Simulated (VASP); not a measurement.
# Cd (P6_3/mmc) in VASP: notebook

Runs on Cd. Level: PBE. Tasks: relaxation of shape and atoms at fixed volume.

Program: VASP 6.6.1. These are calculated values, not measurements. Logs are shortened: lines on timing, memory, paths and dates and some standing lists are left out, and cuts for length are marked.

## Step 1: The cell of the first run

Symmetry: P6_3/mmc, No. 194, hexagonal system. The conventional cell has a = 2.911 Å, b = 2.911 Å, c = 4.630 Å, α = 90.00°, β = 90.00°, γ = 120.00°. Cd (site symmetry -6m2) has 12 Cd at 2.86 to 2.91 Å within 3.8 Å.

## Step 2: Relaxation of shape and atoms at fixed volume, PBE

INCAR

```
ALGO = Normal
EDIFF = 1E-6
EDIFFG = -0.005
ENCUT = 600
GGA = PE
IBRION = 2
ISIF = 4
ISMEAR = -1
LASPH = True
LCHARG = False
LREAL = False
LWAVE = False
NELM = 80
NSW = 50
PREC = Accurate
SIGMA = 0.08
```

KPOINTS

```
k-points
0
Gamma
  15 15 8
```

POSCAR

```
Cd
1.0
    2.9108695278      0.0000000000      0.0000000000
   -1.4554347639      2.5208869581      0.0000000000
    0.0000000000      0.0000000000      4.6299986514
Cd
2
Direct
    0.3333333333      0.6666666667      0.2500000000
    0.6666666667      0.3333333333      0.7500000000
```

Potentials or basis: VASP PAW PBE potentials, release 64 (Cd).

Launch:

```
> cat potpaw_PBE.64/Cd/POTCAR > POTCAR
> mpirun -np 1 vasp_std > vasp.out
```

OUTCAR:

```text
EDIFF = 1E-6
   EDIFFG = -0.005
   ENCUT = 600
   GGA = PE
   IBRION = 2
   ISIF = 4
   ISMEAR = -1
   LASPH = True
   LREAL = False
   NELM = 80
   NSW = 50
   PREC = Accurate

 ion  position               nearest neighbor table
   1  0.333  0.667  0.250-   2 2.86   2 2.86   2 2.86   2 2.86   2 2.86   2 2.86
   2  0.667  0.333  0.750-   1 2.86   1 2.86   1 2.86   1 2.86   1 2.86   1 2.86

  LATTYP: Found a hexagonal cell.
 ALAT       =     2.9108695278
 C/A-ratio  =     1.5905895497

  Lattice vectors:

 A1 = (   2.9108695278,   0.0000000000,   0.0000000000)
 A2 = (  -1.4554347639,   2.5208869581,   0.0000000000)
 A3 = (   0.0000000000,   0.0000000000,   4.6299986514)

Analysis of symmetry for initial positions (statically):
=====================================================================
 Subroutine PRICEL returns:
 Original cell was already a primitive cell.

 Routine SETGRP: Setting up the symmetry group for a
 hexagonal supercell.

 Subroutine GETGRP returns: Found 24 space group operations
 (whereof 12 operations were pure point group operations)
 out of a pool of 24 trial point group operations.

The static configuration has the point symmetry D_3d.
 The point group associated with its full space group is D_6h.

Analysis of symmetry for dynamics (positions and initial velocities):
=====================================================================
 Subroutine PRICEL returns:
 Original cell was already a primitive cell.

 Routine SETGRP: Setting up the symmetry group for a
 hexagonal supercell.

 Subroutine GETGRP returns: Found 24 space group operations
 (whereof 12 operations were pure point group operations)
 out of a pool of 24 trial point group operations.

The dynamic configuration has the point symmetry D_3d.
 The point group associated with its full space group is D_6h.

 Subroutine INISYM returns: Found 24 space group operations
 (whereof 12 operations are pure point group operations),
 and found     1 'primitive' translations

----------------------------------------------------------------------------------------

                                     Primitive cell

  volume of cell :      33.9748

  direct lattice vectors                    reciprocal lattice vectors
     2.910869528  0.000000000  0.000000000     0.343539960  0.198342888  0.000000000
    -1.455434764  2.520886958  0.000000000     0.000000000  0.396685776  0.000000000
     0.000000000  0.000000000  4.629998651     0.000000000  0.000000000  0.215982784

  length of vectors
     2.910869528  2.910869528  4.629998651     0.396685776  0.396685776  0.215982784

  position of ions in fractional coordinates (direct lattice)
     0.333333333  0.666666667  0.250000000
     0.666666667  0.333333333  0.750000000

  ion indices of the primitive-cell ions
   primitive index   ion index
                 1           1
                 2           2

----------------------------------------------------------------------------------------

 KPOINTS: k-points

Automatic generation of k-mesh.
 Grid dimensions read from file:
 generate k-points for:   15   15    8

 Generating k-lattice:

  Cartesian coordinates                     Fractional coordinates (reciprocal lattice)
     0.022902664  0.013222859  0.000000000     0.066666667  0.000000000  0.000000000
     0.000000000  0.026445718  0.000000000     0.000000000  0.066666667  0.000000000
     0.000000000  0.000000000  0.026997848     0.000000000  0.000000000  0.125000000

  Length of vectors
     0.026445718  0.026445718  0.026997848

  Shift w.r.t. Gamma in fractional coordinates (k-lattice)
     0.000000000  0.000000000  0.000000000

 Subroutine IBZKPT returns following result:
 ===========================================

 Found    135 irreducible k-points:

 Following reciprocal coordinates:
            Coordinates               Weight
  0.000000  0.000000  0.000000      1.000000
  0.066667  0.000000  0.000000      6.000000
  0.133333  0.000000  0.000000      6.000000
  0.200000 -0.000000  0.000000      6.000000
  0.266667  0.000000  0.000000      6.000000
  0.333333 -0.000000  0.000000      6.000000
[... 16 lines left out ...]
  0.333333  0.200000  0.000000     12.000000
  0.400000  0.200000  0.000000      6.000000
 [... further k-points ...]
   k-points           NKPTS =    135   k-points in BZ     NKDIM =    135   number of bands    NBANDS=     16
   number of dos      NEDOS =    301   number of ions     NIONS =      2
   total plane-waves  NPLWV =  23040
   dimension x,y,z NGX =    24 NGY =   24 NGZ =   40
   dimension x,y,z NGXF=    48 NGYF=   48 NGZF=   80
   ions per type =               2
   NGX,Y,Z   is equivalent  to a cutoff of  13.71, 13.71, 14.36 a.u.
   NGXF,Y,Z  is equivalent  to a cutoff of  27.41, 27.41, 28.73 a.u.
 SYSTEM =  unknown system
   PREC   = accura    normal or accurate (medium, high low for compatibility)
   ISTART =      0    job   : 0-new  1-cont  2-samecut
   ICHARG =      2    charge: 1-file 2-atom 10-const
   ISPIN  =      1    spin polarized calculation?
   LNONCOLLINEAR =      F non collinear calculations
   LSORBIT =      F    spin-orbit coupling
   LASPH  =      T    aspherical Exc in radial PAW
   ENCUT  =  600.0 eV  44.10 Ry    6.64 a.u.   5.81  5.81  9.25*2*pi/ulx,y,z
   NELM   =     80;   NELMIN=  2; NELMDL= -5     # of ELM steps
   EDIFF  = 0.1E-05   stopping-criterion for ELM
   LREAL  =      F    real-space projection
   EDIFFG = -.5E-02   stopping-criterion for IOM
   NSW    =     50    number of steps for IOM
   IBRION =      2    ionic relax: 0-MD 1-quasi-New 2-CG
   NFREE  =      1    steps in history (QN), initial steepest desc. (CG)
   ISIF   =      4    stress and relaxation
   ISYM   =      2    0-nonsym 1-usesym 2-fastsym
   POTIM  = 0.5000    time-step for ionic-motion
   TEBEG  =    0.0;   TEEND  =   0.0 temperature during run
   PSTRESS=    0.0 pullay stress
   NELECT =      24.0000    total number of electrons
   NUPDOWN=      -1.0000    fix difference up-down
   EMIN   =  10.00;   EMAX   =-10.00  energy-range for DOS
   EFERMI =   0.00;   METHOD = LEGACY
   ISMEAR =    -1;   SIGMA  =   0.08  broadening in eV -4-tet -1-fermi 0-gaus
   EFERMI_NEDOS =   21; number of points for ismear=-14 and -15
   IALGO  =     38    algorithm
   IMIX   =      4    mixing-type and parameters
     AMIX     =   0.40;   BMIX     =  1.00
     AMIX_MAG =   1.60;   BMIX_MAG =  1.00
  volume/ion in A,a.u.               =      16.99       114.64
  Fermi-wavevector in a.u.,A,eV,Ry     =   1.458007  2.755234 28.923050  2.125784
  Thomas-Fermi vector in A             =   2.574742
   LORBIT       =      0    0 simple, 1 ext, 2 COOP (PROOUT), +10 PAW based schemes
   GGA     = PE    functional components
   LHFCALC =     F    Hartree Fock is set to
   AEXX    =    0.0000 exact exchange contribution
   IVDW    =     0    specifies the selected vdW correction
   LEPSILON=     F    determine dielectric tensor
   LRPA    =     F    only Hartree local field effects (RPA)
 conjugate gradient relaxation of ions
 non-spin polarized calculation
  energy-cutoff  :      600.00
  volume of cell :       33.97
 maximum number of plane-waves:      1158
 NGX is ok and might be reduce to    24
   NGX = 11   NGY = 11   NGZ = 19

--------------------------------------- Ionic step        1  -------------------------------------------

 number of electron      24.0000006 magnetization

 Free energy of the ion-electron system (eV)
  ---------------------------------------------------
  ext. energy  EPLUGINS =         0.00000000
  ---------------------------------------------------
  free energy    TOTEN  =        -0.72504820 eV

  energy without entropy =       -0.71713914  energy(sigma->0) =       -0.72109367

------------------------ aborting loop because EDIFF is reached ----------------------------------------

  FORCE on cell =-STRESS in cart. coord.  units (eV):
  Direction    XX          YY          ZZ          XY          YZ          ZX
  --------------------------------------------------------------------------------------
  -------------------------------------------------------------------------------------
  Total        5.9452507      5.9452507      6.4916199     -0.0000000     -0.0000000      0.0000000
  in kB      280.3649866    280.3649866    306.1305613     -0.0000000     -0.0000000      0.0000000
  external PRESSURE =     288.9535115 kB  Pullay stress =       0.0000000 kB
[... 93 lines left out ...]
  energy  without entropy=       -0.7210042756  energy(sigma->0) =       -0.72505310

--------------------------------------- Ionic step        4  -------------------------------------------

 number of electron      24.0000005 magnetization

 Free energy of the ion-electron system (eV)
  ---------------------------------------------------
  ext. energy  EPLUGINS =         0.00000000
  ---------------------------------------------------
  free energy    TOTEN  =        -0.72915063 eV

  energy without entropy =       -0.72089197  energy(sigma->0) =       -0.72502130

 E-fermi :   5.3535     XC(G=0): -12.3851

 val. band max:        5.3508171345   @ k =   0.4667  -0.0000   0.3750
 cond. band min:       5.3932129897   @ k =   0.0000   0.0000   0.1250
 fundamental gap:      0.0423958553
 Fermi energy:         5.3535322321

 k-point     1 :       0.0000    0.0000    0.0000
  band No.  band energies     occupation
      1      -6.0509      2.00000
      2      -5.9480      2.00000
      3      -5.0830      2.00000
      4      -5.0057      2.00000
      5      -5.0057      2.00000
      6      -4.8372      2.00000
[... 8 lines left out ...]
     15      19.9120      0.00000
     16      19.9120      0.00000
[... 420 lines left out ...]
  band No.  band energies     occupation
      1      -5.8487      2.00000
      2      -5.7499      2.00000
      3      -5.4074      2.00000
      4      -5.0887      2.00000
      5      -4.8273      2.00000
      6      -4.6310      2.00000
[... 8 lines left out ...]
     15       9.6198      0.00000
     16      11.0067      0.00000

 [... further k-points ...]
[... 5 lines left out ...]
  --------------------------------------------------------------------------------------
  -------------------------------------------------------------------------------------
  Total        6.0837911      6.0837911      6.0940256      0.0000000      0.0000000      0.0000000
  in kB      286.8982495    286.8982495    287.3808870      0.0000000      0.0000000      0.0000000
  external PRESSURE =     287.0591287 kB  Pullay stress =       0.0000000 kB
[... 17 lines left out ...]
  FREE ENERGIE OF THE ION-ELECTRON SYSTEM (eV)
  ---------------------------------------------------
  free  energy   TOTEN  =        -0.7291506327 eV

  energy  without entropy=       -0.7208919674  energy(sigma->0) =       -0.72502130

 reached required accuracy - stopping structural energy minimisation
```

Wall time 2.3 min (1 thread of Intel Xeon 6975P-C (Granite Rapids), shared host); peak memory 0.21 GiB.

Results:

* Free energy: -0.7292 eV
* Energy gained by relaxing: 2.1 meV/atom
* Ionic steps: 4
* Pressure after relaxing: 28.7 GPa
* Band gap on the k mesh: zero (bands 12 and 13 overlap by 2.49 eV)

Step by step:
| step | energy change (eV) | largest force (eV/Å) | pressure (GPa) | volume (Å³) |
| --- | --- | --- | --- | --- |
| 1 | 0.0000 | 0.0000 | 28.90 | 33.97 |
| 2 | -0.0034 | 0.0000 | 28.71 | 33.97 |
| 3 | -0.0041 | 0.0000 | 28.69 | 33.97 |
| 4 | -0.0041 | 0.0000 | 28.71 | 33.97 |

Final structure:
```
CELL_PARAMETERS angstrom
2.88835 0.00000 0.00000
-1.44417 2.50138 0.00000
0.00000 0.00000 4.70249
ATOMIC_POSITIONS crystal
Cd 0.33333 0.66667 0.25000
Cd 0.66667 0.33333 0.75000
```

## Step 3: Relaxation of shape and atoms at fixed volume, PBE

This run uses another cell than the first one, of 19.25 Å³/atom.

Edit INCAR of step 2 so:

```diff
@@ -8,6 +8,6 @@
 ISMEAR = -1
-LASPH = True
-LCHARG = False
-LREAL = False
-LWAVE = False
+LASPH = T
+LCHARG = F
+LREAL = F
+LWAVE = F
 NELM = 80
```

KPOINTS is that of step 2.

POSCAR

```
Cd
1.0
    3.0348830530      0.0000000000      0.0000000000
   -1.5174415265      2.6282858214      0.0000000000
    0.0000000000      0.0000000000      4.8272532687
Cd
2
Direct
    0.3333333333      0.6666666667      0.2500000000
    0.6666666667      0.3333333333      0.7500000000
```

Potentials or basis: VASP PAW PBE potentials, release 64 (Cd).

Launch:

```
> cat potpaw_PBE.64/Cd/POTCAR > POTCAR
> mpirun -np 1 vasp_std > vasp.out
```

It took 97 s on 1 thread of Intel Xeon 6975P-C (Granite Rapids), shared host; peak memory 0.22 GiB.

Results (log left out):

```
Free energy               : -1.2681 eV
Energy gained by relaxing : 0.4 meV/atom
Ionic steps               : 3
Pressure after relaxing   : 11.2 GPa
Band gap on the k mesh    : zero (bands 12 and 13 overlap by 2.50 eV)
```

The path:
```csv
step,energy change (eV),largest force (eV/Å),pressure (GPa),volume (Å³)
1,0.0000,0.0000,11.30,38.50
2,-0.0005,0.0000,11.26,38.50
3,-0.0008,0.0000,11.21,38.50
```

Final structure:
```yaml
crystal:
  lattice:
    - [3.02280, 0.00000, 0.00000]
    - [-1.51140, 2.61783, 0.00000]
    - [0.00000, 0.00000, 4.86591]
  atoms:
    - { symbol: Cd, position: [0.33333, 0.66667, 0.25000] }
    - { symbol: Cd, position: [0.66667, 0.33333, 0.75000] }
```

Levels at points of the mesh, in eV from the Fermi level:
| k point | band 8 | band 9 | band 10 | band 11 | band 12 | band 13 | band 14 | band 15 | band 16 |
| --- | --- | --- | --- | --- | --- | --- | --- | --- | --- |
| (0.00, 0.00, 0.00) | -9.43 | -9.43 | -8.79 | -8.79 | -3.02 | -1.16 | 13.22 | 13.22 | 13.26 |
| (0.00, 0.00, 0.50) | -8.99 | -8.99 | -8.99 | -8.00 | -8.00 | 6.90 | 6.90 | 13.64 | 13.64 |

The gap in the log of VASP goes by the Fermi energy; the results here count the filled bands.